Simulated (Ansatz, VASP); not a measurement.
# Two plane-wave programs on Cs2AgBiBr6

```
Cs Ag Bi Br
1.0
     0.00000    5.49964    5.49964
     5.49964    0.00000    5.49964
     5.49964    5.49964    0.00000
Cs Ag Bi Br
2 1 1 6
Direct
  0.25000 0.25000 0.25000
  0.75000 0.75000 0.75000
  0.50000 0.50000 0.50000
  0.00000 0.00000 0.00000
  0.25551 0.74449 0.25551
  0.25551 0.74449 0.74449
  0.74449 0.25551 0.74449
  0.74449 0.25551 0.25551
  0.25551 0.25551 0.74449
  0.74449 0.74449 0.25551
```

Alike in both runs: functional LDA; k mesh 4 × 4 × 4; occupations fermi-dirac, width 0.02 eV; no spin polarisation.

Ansatz relaxed the structure, and its values are those at the end. VASP's run is a single point on that final structure, the one shown.

```csv
,VASP,Ansatz
version,VASP 6.6.1,Ansatz 0.2.0
potentials or method,"VASP PAW LDA potentials, release 64 (Cs_sv, Ag, Bi_d, Br), cutoff 520 eV",PAW plane waves
valence electrons in the cell,86,94
```

|  | VASP | Ansatz | Ansatz less VASP |
| --- | --- | --- | --- |
| gap on the k mesh at the Fermi level (eV) | 0.95 | 0.94 | -0.003 |
| pressure (GPa) | 0.0 | 0.0 | -0.07 |
| rms of the force components (eV/Å) | 0.000 | 0.004 | +0.0036 |

Ansatz warns that its potentials were made for another functional, while VASP's fit it. LDA's correlation is that of Perdew and Zunger in VASP and of Perdew and Wang (1992) in Ansatz. VASP's potentials hold 86 valence electrons a cell and Ansatz's 94, so a difference there can come from the potentials and not from the codes.

Spin-orbit coupling is off throughout.
